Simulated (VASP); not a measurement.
## ZrSi2: single point with r2SCAN

Crystal: ZrSi2.

```
CELL_PARAMETERS angstrom
1.85300 -7.36750 0.00000
1.85300 7.36750 0.00000
0.00000 0.00000 3.67200
ATOMIC_POSITIONS crystal
Zr 0.10540 0.89460 0.25000
Zr 0.89460 0.10540 0.75000
Si 0.75040 0.24960 0.25000
Si 0.24960 0.75040 0.75000
Si 0.44780 0.55220 0.25000
Si 0.55220 0.44780 0.75000
```

```
Program                : VASP 6.6.1
Task                   : single point
Functional             : r2SCAN
Potentials or basis    : VASP PAW PBE potentials, release 64 (Zr_sv, Si)
Cutoff                 : 520 eV
k mesh                 : 9 × 9 × 9
Occupations            : gaussian, width 0.02 eV
Spin                   : no spin polarisation
Dipole correction      : no
Further INCAR settings : ALGO = Normal; EDIFF = 1e-07; NBANDS = 29
```

```json
{
  "Pressure": "0.1 GPa",
  "Largest force": "0.102 eV/Å",
  "Band gap on the k mesh": "zero (bands 20 and 21 overlap by 0.89 eV)"
}
```

Forces on the atoms (eV/Å):
```
Zr   0.000 -0.010  0.000
Zr   0.000  0.010  0.000
Si   0.000  0.102  0.000
Si   0.000 -0.102  0.000
Si   0.000 -0.029  0.000
Si   0.000  0.029  0.000
```

Stress tensor (GPa, compression positive):
```
-0.82  0.00  0.00
 0.00  0.98  0.00
 0.00  0.00  0.08
```

Levels at points of the mesh, in eV from the Fermi level:
```csv
k point,band 16,band 17,band 18,band 19,band 20,band 21,band 22,band 23,band 24,band 25
"(0.00, 0.00, 0.00)",-2.75,-2.65,-2.61,-2.51,-0.06,1.12,1.44,1.53,1.66,2.17
```

It used 1100 s of CPU time on 1 thread of Intel(R) Xeon(R) 6975P-C (Granite Rapids), on a shared host.

Caveat: the PAW data sets were made with another functional, which shifts forces and pressure a little.
